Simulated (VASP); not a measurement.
A run of VASP 6.6.1 is set up as follows.

Contents of POSCAR:

```
C
1.0
    1.2280287114      0.7090027071      3.3470114498
   -1.2280287114      0.7090027071      3.3470114498
    0.0000000000     -1.4180054142      3.3470114498
C
2
Direct
    0.7755200000      0.8655200000      0.8655200000
    0.2244800000      0.1344800000      0.1344800000
```

File INCAR.step1:

```
PREC = Accurate
ENCUT = 520
ISMEAR = -1
SIGMA = 0.05
LREAL = F
LASPH = T
NELM = 100
NBANDS = 11
GGA = PE
ALGO = Normal
EDIFF = 1E-4
LWAVE = T
LCHARG = F
```

The input INCAR.step2:

```
PREC = Accurate
ENCUT = 520
EDIFF = 1E-8
ISMEAR = -1
SIGMA = 0.05
LREAL = F
LASPH = T
NELM = 100
ALGO = Normal
ISIF = 2
LWAVE = F
LCHARG = F
METAGGA = R2SCAN
LMIXTAU = T
LEFG = T
NBANDS = 11
ISTART = 1
```

KPOINTS

```
Automatic mesh
0
Gamma
  14 14 14
```

Potentials or basis: VASP PAW PBE potentials, release 64 (C).

The run is started by

```sh
$ cat potpaw_PBE.64/C/POTCAR > POTCAR
$ cp INCAR.step1 INCAR
$ mpirun -np 1 vasp_std > vasp.out
$ cp INCAR.step2 INCAR
$ mpirun -np 1 vasp_std > vasp.out
```

Problem. Estimate the largest force.

Solution. 19.996 eV/Å.

Problem. Estimate the pressure.

Solution. 40.5 GPa.

Stress tensor (GPa, compression positive):
```
88.70 49.06  7.50
49.06 32.06  4.33
 7.50  4.33  0.71
```

Caveat: the stress differs along the axes, from 1 to 89 GPa; without QUAD_EFG the Cq values of the log hold for a quadrupole moment of 1 mb, not for the nuclei; the PAW data sets were made with another functional, which shifts forces and pressure a little.
